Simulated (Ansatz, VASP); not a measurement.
**BN in VASP and in Ansatz**

Contents of POSCAR:

```
BN
1.0
    2.5938433375      0.0000000000      0.0000000000
   -1.2969216687      2.2463342237      0.0000000000
    0.0000000000      0.0000000000      4.2903439454
B N
2 2
Direct
    0.6666666667      0.3333333333      0.0002035746
    0.3333333333      0.6666666667      0.5002035746
    0.6666666667      0.3333333333      0.3747964254
    0.3333333333      0.6666666667      0.8747964254
```

Contents of INCAR.step1:

```
SYSTEM = BN
ALGO = Normal
EDIFF = 1E-4
ENCUT = 520
GGA = PE
ISMEAR = 0
LASPH = .True.
LCHARG = .False.
LREAL = .False.
LWAVE = .True.
NBANDS = 16
NELM = 100
PREC = Accurate
SIGMA = 0.01
```

Contents of INCAR.step2:

```
SYSTEM = BN
ALGO = Normal
EDIFF = 1E-7
ENCUT = 520
ISIF = 2
ISMEAR = 0
ISTART = 1
LASPH = .True.
LCHARG = .False.
LMIXTAU = .True.
LREAL = .False.
LWAVE = .False.
METAGGA = R2SCAN
NBANDS = 16
NELM = 100
PREC = Accurate
SIGMA = 0.01
```

File KPOINTS:

```
k-points
0
Gamma
  9 9 6
  0 0 0
```

Input for Ansatz:

```yaml
crystal:
  lattice:
    - [2.5938433375, 0.0, 0.0]
    - [-1.2969216687, 2.2463342237, 0.0]
    - [0.0, 0.0, 4.2903439454]
  atoms:
    - { symbol: B, position: [0.6666666667, 0.3333333333, 0.0002035746] }
    - { symbol: B, position: [0.3333333333, 0.6666666667, 0.5002035746] }
    - { symbol: "N", position: [0.6666666667, 0.3333333333, 0.3747964254] }
    - { symbol: "N", position: [0.3333333333, 0.6666666667, 0.8747964254] }
kpoints:
  mp_grid: { grid: [9, 9, 6] }
hamiltonian:
  xc: r2scan
scf:
  occupations: { method: fixed }
  n_extra_bands: 5
output:
  forces: true
  stress: true
  eigenvalues: true
```

Alike in both runs: task single point; functional r2SCAN; k mesh 9 × 9 × 6; no spin polarisation.

```csv
,VASP,Ansatz
version,VASP 6.6.1,Ansatz 0.2.0
potentials or method,"VASP PAW PBE potentials, release 64 (B, N)","plane waves, PAW"
plane-wave cutoff (eV),520,500
occupations,"gaussian, width 0.01 eV",fixed
valence electrons in the cell,16,16
```

VASP gave:

| Property | Result |
| --- | --- |
| gap on the k mesh at the Fermi level (eV) | 5.79 |
| pressure (GPa) | -19.6 |
| traceless stress, the component that is largest in VASP (GPa) | -0.17 |
| rms of the force components (eV/Å) | 0.023 |

**Question.** What did Ansatz give for the same quantities?

**Answer.** gap on the k mesh at the Fermi level (eV): 5.82; pressure (GPa): -20.5; traceless stress, the component that is largest in VASP (GPa): -0.16; rms of the force components (eV/Å): 0.025.

VASP's potentials were made for PBE, not for r2SCAN. Atom by atom the forces differ by 0.002 eV/Å (rms over components).
